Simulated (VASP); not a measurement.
# BiTe (Fm-3m) in VASP: a series of runs

The runs below take BiTe through single point, with PBE.

Everything below comes from runs of VASP 6.6.1. Logs are shortened: lines on timing, memory, paths and dates and some standing lists are left out, and cuts for length are marked.

## Step 1: The cell of the first run

It takes space group Fm-3m (No. 225, cubic). Conventional cell: a = 6.470 Å, b = 6.470 Å, c = 6.470 Å, α = 90.00°, β = 90.00°, γ = 90.00°. Within 4.3 Å of Bi (site symmetry m-3m) lie 6 Te at 3.23 Å. Within 4.3 Å of Te (site symmetry m-3m) lie 6 Bi at 3.23 Å.

## Step 2: Single point, PBE

Input file INCAR:

```
PREC = Accurate
ENCUT = 500
EDIFF = 1E-6
ISMEAR = -1
SIGMA = 0.05
LREAL = False
LASPH = True
NELM = 120
ALGO = Normal
ISIF = 2
LWAVE = False
LCHARG = False
GGA = PE
NBANDS = 18
GGA_COMPAT = False
```

Input file KPOINTS:

```
regular mesh
0
Gamma
  8 8 8
```

Input file POSCAR:

```
BiTe
1.0
    0.0000000000      3.2350000000      3.2350000000
    3.2350000000      0.0000000000      3.2350000000
    3.2350000000      3.2350000000      0.0000000000
Bi Te
1 1
Direct
    0.0000000000      0.0000000000      0.0000000000
    0.5000000000      0.5000000000      0.5000000000
```

Potentials or basis: VASP PAW PBE potentials, release 64 (Bi_d, Te).

The run is started by

```console
> cat potpaw_PBE.64/Bi_d/POTCAR potpaw_PBE.64/Te/POTCAR > POTCAR
> mpirun -np 1 vasp_std > vasp.out
```

OUTCAR:

```text
PREC = Accurate
   ENCUT = 500
   EDIFF = 1E-6
   ISMEAR = -1
   LREAL = False
   LASPH = True
   NELM = 120
   ISIF = 2
   GGA = PE

 ion  position               nearest neighbor table
   1  0.000  0.000  0.000-   2 3.23   2 3.23   2 3.23   2 3.23   2 3.23   2 3.23
   2  0.500  0.500  0.500-   1 3.23   1 3.23   1 3.23   1 3.23   1 3.23   1 3.23

  LATTYP: Found a face centered cubic cell.
 ALAT       =     6.4700000000

  Lattice vectors:

 A1 = (   0.0000000000,   3.2350000000,   3.2350000000)
 A2 = (   3.2350000000,   0.0000000000,   3.2350000000)
 A3 = (   3.2350000000,   3.2350000000,   0.0000000000)

Analysis of symmetry for initial positions (statically):
=====================================================================
 Subroutine PRICEL returns:
 Original cell was already a primitive cell.

 Routine SETGRP: Setting up the symmetry group for a
 face centered cubic supercell.

 Subroutine GETGRP returns: Found 48 space group operations
 (whereof 48 operations were pure point group operations)
 out of a pool of 48 trial point group operations.

The static configuration has the point symmetry O_h .

Analysis of symmetry for dynamics (positions and initial velocities):
=====================================================================
 Subroutine PRICEL returns:
 Original cell was already a primitive cell.

 Routine SETGRP: Setting up the symmetry group for a
 face centered cubic supercell.

 Subroutine GETGRP returns: Found 48 space group operations
 (whereof 48 operations were pure point group operations)
 out of a pool of 48 trial point group operations.

The dynamic configuration has the point symmetry O_h .

 Subroutine INISYM returns: Found 48 space group operations
 (whereof 48 operations are pure point group operations),
 and found     1 'primitive' translations

----------------------------------------------------------------------------------------

                                     Primitive cell

  volume of cell :      67.7100

  direct lattice vectors                    reciprocal lattice vectors
     0.000000000  3.235000000  3.235000000    -0.154559505  0.154559505  0.154559505
     3.235000000  0.000000000  3.235000000     0.154559505 -0.154559505  0.154559505
     3.235000000  3.235000000  0.000000000     0.154559505  0.154559505 -0.154559505

  length of vectors
     4.574980874  4.574980874  4.574980874     0.267704916  0.267704916  0.267704916
[... 78 lines left out ...]
   LASPH  =      T    aspherical Exc in radial PAW
   ENCUT  =  500.0 eV  36.75 Ry    6.06 a.u.   8.34  8.34  8.34*2*pi/ulx,y,z
   NELM   =    120;   NELMIN=  2; NELMDL= -5     # of ELM steps
   EDIFF  = 0.1E-05   stopping-criterion for ELM
   LREAL  =      F    real-space projection
   EDIFFG = 0.1E-04   stopping-criterion for IOM
   NSW    =      0    number of steps for IOM
   IBRION =     -1    ionic relax: 0-MD 1-quasi-New 2-CG
   NFREE  =      0    steps in history (QN), initial steepest desc. (CG)
   ISIF   =      2    stress and relaxation
   ISYM   =      2    0-nonsym 1-usesym 2-fastsym
   POTIM  = 0.5000    time-step for ionic-motion
   TEBEG  =    0.0;   TEEND  =   0.0 temperature during run
   PSTRESS=    0.0 pullay stress
   NELECT =      21.0000    total number of electrons
   NUPDOWN=      -1.0000    fix difference up-down
   EMIN   =  10.00;   EMAX   =-10.00  energy-range for DOS
   EFERMI =   0.00;   METHOD = LEGACY
   ISMEAR =    -1;   SIGMA  =   0.05  broadening in eV -4-tet -1-fermi 0-gaus
   EFERMI_NEDOS =   21; number of points for ismear=-14 and -15
   IALGO  =     38    algorithm
   IMIX   =      4    mixing-type and parameters
     AMIX     =   0.40;   BMIX     =  1.00
     AMIX_MAG =   1.60;   BMIX_MAG =  1.00
  volume/ion in A,a.u.               =      33.86       228.46
  Fermi-wavevector in a.u.,A,eV,Ry     =   1.108146  2.094092 16.707785  1.227988
  Thomas-Fermi vector in A             =   2.244669
   LORBIT       =      0    0 simple, 1 ext, 2 COOP (PROOUT), +10 PAW based schemes
   GGA     = PE    functional components
   LHFCALC =     F    Hartree Fock is set to
   AEXX    =    0.0000 exact exchange contribution
   IVDW    =     0    specifies the selected vdW correction
   LEPSILON=     F    determine dielectric tensor
   LRPA    =     F    only Hartree local field effects (RPA)
 non-spin polarized calculation
  energy-cutoff  :      500.00
  volume of cell :       67.71
 maximum number of plane-waves:      1759
 NGX is ok and might be reduce to    36
   NGX = 17   NGY = 17   NGZ = 17

 number of electron      21.0000001 magnetization

 Free energy of the ion-electron system (eV)
  ---------------------------------------------------
  ext. energy  EPLUGINS =         0.00000000
  ---------------------------------------------------
  free energy    TOTEN  =        -7.18568599 eV

  energy without entropy =       -7.17474330  energy(sigma->0) =       -7.18021464

 E-fermi :   6.6488     XC(G=0):  -9.4323

 val. band max:        6.6449775078   @ k =  -0.2500   0.2500   0.0000
 cond. band min:       6.8271125735   @ k =   0.3750   0.1250   0.0000
 fundamental gap:      0.1821350657
 Fermi energy:         6.6487967294

 k-point     1 :       0.0000    0.0000    0.0000
  band No.  band energies     occupation
      1     -16.4855      2.00000
      2     -16.4855      2.00000
      3     -16.4828      2.00000
      4     -16.4828      2.00000
      5     -16.4828      2.00000
      6      -6.8722      2.00000
[... 481 lines left out ...]
      5     -16.4748      2.00000
      6      -4.7618      2.00000
[... 10 lines left out ...]
     17      15.6213      0.00000
     18      17.5884      0.00000

 [... further k-points ...]

------------------------ aborting loop because EDIFF is reached ----------------------------------------

  FORCE on cell =-STRESS in cart. coord.  units (eV):
  Direction    XX          YY          ZZ          XY          YZ          ZX
  --------------------------------------------------------------------------------------
  -------------------------------------------------------------------------------------
  Total        0.2496473      0.2496473      0.2496473      0.0000000      0.0000000      0.0000000
  in kB        5.9072393      5.9072393      5.9072393      0.0000000      0.0000000      0.0000000
  external PRESSURE =       5.9072393 kB  Pullay stress =       0.0000000 kB

 VOLUME and BASIS-vectors are now :
 -----------------------------------------------------------------------------
  energy-cutoff  :      500.00
  volume of cell :       67.71
      direct lattice vectors                 reciprocal lattice vectors
     0.000000000  3.235000000  3.235000000    -0.154559505  0.154559505  0.154559505
     3.235000000  0.000000000  3.235000000     0.154559505 -0.154559505  0.154559505
     3.235000000  3.235000000  0.000000000     0.154559505  0.154559505 -0.154559505

 POSITION                                       TOTAL-FORCE (eV/Angst)
 -----------------------------------------------------------------------------------
      0.00000      0.00000      0.00000        -0.000000     -0.000000     -0.000000
      3.23500      3.23500      3.23500         0.000000      0.000000      0.000000
 -----------------------------------------------------------------------------------
    total drift:                               -0.000000      0.000000      0.000000

  FREE ENERGIE OF THE ION-ELECTRON SYSTEM (eV)
  ---------------------------------------------------
  free  energy   TOTEN  =        -7.1856859899 eV

  energy  without entropy=       -7.1747432979  energy(sigma->0) =       -7.18021464
```

OSZICAR:

```text
N       E                     dE             d eps       ncg     rms          rms(c)
DAV:   1     0.158076030805E+03    0.15808E+03   -0.96761E+03  1044   0.108E+03
DAV:   2     0.442476511056E+01   -0.15365E+03   -0.14948E+03  1140   0.296E+02
DAV:   3    -0.688524416796E+01   -0.11310E+02   -0.11178E+02  1276   0.865E+01
DAV:   4    -0.719183643427E+01   -0.30659E+00   -0.30631E+00  1284   0.156E+01
DAV:   5    -0.720508395734E+01   -0.13248E-01   -0.13247E-01  1422   0.301E+00    0.611E+00
DAV:   6    -0.718142928926E+01    0.23655E-01   -0.84635E-02  1500   0.179E+00    0.381E+00
DAV:   7    -0.718575472541E+01   -0.43254E-02   -0.26069E-02  1152   0.856E-01    0.545E-01
DAV:   8    -0.718555755557E+01    0.19717E-03   -0.41426E-03  1334   0.436E-01    0.108E-01
DAV:   9    -0.718568528812E+01   -0.12773E-03   -0.39015E-04  1174   0.118E-01    0.398E-02
DAV:  10    -0.718568606091E+01   -0.77279E-06   -0.13176E-05  1402   0.224E-02    0.291E-02
DAV:  11    -0.718568598987E+01    0.71039E-07   -0.63546E-06  1136   0.142E-02
   1 F= -.71856860E+01 E0= -.71802146E+01  d E =-.109427E-01
```

stdout:

```text
POSCAR found type information on POSCAR BiTe
 POSCAR found :  2 types and       2 ions
 scaLAPACK will be used
 LDA part: xc-table for (Slater+PW92), standard interpolation
 POSCAR, INCAR and KPOINTS ok, starting setup
 FFT: planning ... GRIDC
 FFT: planning ... GRID_SOFT
 FFT: planning ... GRID
 WAVECAR not read
 entering main loop
```

Wall time 59 s (1 thread of Intel Xeon 8259CL, shared host); peak memory 0.22 GiB.

What came out:

```
Free energy : -7.1857 eV
Pressure    : 0.6 GPa
```

Caveat: spin-orbit coupling is left out, which moves the levels of the heavy elements.

## Step 3: Single point, PBE

This run uses another cell than the first one, of 34.87 Å³/atom, 1.030 times its volume.

Input file INCAR:

```
PREC     = Accurate       # precision mode
ENCUT    = 500            # plane-wave cutoff, eV
EDIFF    = 1E-6           # SCF threshold, eV
ISMEAR   = -1             # smearing method
SIGMA    = 0.05           # smearing width, eV
LREAL    = False          # projectors in reciprocal space
LASPH    = True           # aspherical terms in the spheres
NELM     = 120            # most SCF steps
ALGO     = Normal         # electronic algorithm
ISIF     = 2              # what is computed and relaxed
LWAVE    = False          # write WAVECAR
LCHARG   = False          # write CHGCAR
GGA      = PE             # functional
NBANDS   = 18             # bands
GGA_COMPAT= False
```

KPOINTS is that of step 2.

Input file POSCAR:

```
BiTe
1.0
    0.0000000000      3.2670317862      3.2670317862
    3.2670317862      0.0000000000      3.2670317862
    3.2670317862      3.2670317862      0.0000000000
Bi Te
1 1
Direct
    0.0000000000      0.0000000000      0.0000000000
    0.5000000000      0.5000000000      0.5000000000
```

Potentials or basis: VASP PAW PBE potentials, release 64 (Bi_d, Te).

The run is started by

```console
> cat potpaw_PBE.64/Bi_d/POTCAR potpaw_PBE.64/Te/POTCAR > POTCAR
> mpirun -np 1 vasp_std > vasp.out
```

It took 76 s on 1 thread of Intel Xeon 8259CL, shared host; peak memory 0.22 GiB.

It converged, with:

| Property | Result |
| --- | --- |
| Free energy | -7.1849 eV |
| Pressure | -0.8 GPa |

Levels at points of the mesh, in eV from the Fermi level:
```tsv
k point	band 7	band 8	band 9	band 10	band 11	band 12	band 13	band 14
(0.00, 0.00, 0.00)	-8.23	-2.47	-2.47	-2.47	2.10	2.10	2.10	4.72
(0.50, 0.00, 0.00)	-11.14	-1.86	-1.86	-1.60	-0.80	-0.57	-0.57	7.27
(0.50, 0.50, 0.00)	-9.94	-5.46	-3.87	-3.87	2.36	3.46	3.46	4.75
```

Caveat: spin-orbit coupling is left out, which moves the levels of the heavy elements.

## Step 4: Single point, PBE

This run uses another cell than the first one, of 35.89 Å³/atom, 1.060 times its volume.

Input file INCAR:

```
SYSTEM = BiTe
PREC = Accurate
ENCUT = 500
EDIFF = 1E-6
ISMEAR = -1
SIGMA = 0.05
LREAL = .FALSE.
LASPH = .TRUE.
NELM = 120
ALGO = Normal
ISIF = 2
LWAVE = .FALSE.
LCHARG = .FALSE.
GGA = PE
NBANDS = 18
GGA_COMPAT = .FALSE.
```

Input file KPOINTS:

```
regular mesh
0
G
  8 8 8
  0 0 0
```

Input file POSCAR:

```
BiTe
1.0
    0.0000000000      3.2984474805      3.2984474805
    3.2984474805      0.0000000000      3.2984474805
    3.2984474805      3.2984474805      0.0000000000
Bi Te
1 1
Direct
    0.0000000000      0.0000000000      0.0000000000
    0.5000000000      0.5000000000      0.5000000000
```

The run is started by

```console
> cat potpaw_PBE.64/Bi_d/POTCAR potpaw_PBE.64/Te/POTCAR > POTCAR
> mpirun -np 1 vasp_std > vasp.out
```

It took 66 s on 1 thread of Intel Xeon 8259CL, shared host; peak memory 0.22 GiB.

It converged, with:

* Free energy: -7.1678 eV
* Pressure: -2.0 GPa

Levels at points of the mesh, in eV from the Fermi level:
```csv
k point,band 8,band 9,band 10,band 11,band 12,band 13
"(0.00, 0.00, 0.00)",-2.39,-2.39,-2.39,2.04,2.04,2.04
"(0.50, 0.00, 0.00)",-1.80,-1.80,-1.60,-0.78,-0.53,-0.53
"(0.50, 0.50, 0.00)",-5.27,-3.74,-3.74,2.46,3.33,3.33
```

Caveat: spin-orbit coupling is left out, which moves the levels of the heavy elements.

## Step 5: The runs side by side

| cell | gap on the mesh (eV) | pressure (GPa) |
| --- | --- | --- |
| a = 4.575 Å, angles 60.0°, 2 atoms | none | 0.6 |
| a = 4.620 Å, angles 60.0°, 2 atoms | none | -0.8 |
| a = 4.665 Å, angles 60.0°, 2 atoms | none | -2.0 |

Alike in all rows: task single point; level PBE; potentials or basis VASP PAW PBE potentials, release 64 (Bi_d, Te); no spin polarisation; k mesh 8 × 8 × 8; cutoff (eV) 500; smearing fermi-dirac 0.05 eV.

Caveats: spin-orbit coupling is left out, which moves the levels of the heavy elements.

Total energies depend on the potentials used, so only differences within one code and one set of settings carry meaning.
